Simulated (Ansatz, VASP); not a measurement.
# Mo in VASP and in Ansatz

```
Mo
1.0
     2.74813    0.00000    0.00000
    -1.37407    2.37995    0.00000
     0.00000    0.00000    4.92628
Mo
2
Direct
  0.33333 0.66667 0.25000
  0.66667 0.33333 0.75000
```

Alike in both runs: functional PBE; k mesh 12 × 12 × 4; occupations gaussian, width 0.1 eV; no spin polarisation.

Ansatz relaxed the structure, and its values are those at the end. VASP's run is a single point on that final structure, the one shown.

|  | VASP | Ansatz |
| --- | --- | --- |
| version | VASP 6.6.1 | Ansatz 0.2.0 |
| potentials or method | VASP PAW PBE potentials, release 64 (Mo_sv), cutoff 520 eV | scalar-relativistic, plane waves, PAW |
| valence electrons in the cell | 28 | 28 |

|  | VASP | Ansatz | Ansatz less VASP |
| --- | --- | --- | --- |
| gap on the k mesh at the Fermi level (eV) | none | none | - |
| pressure (GPa) | 0.5 | 0.0 | -0.48 |

A gap of «none» marks a metal or a gap that the smearing closes.
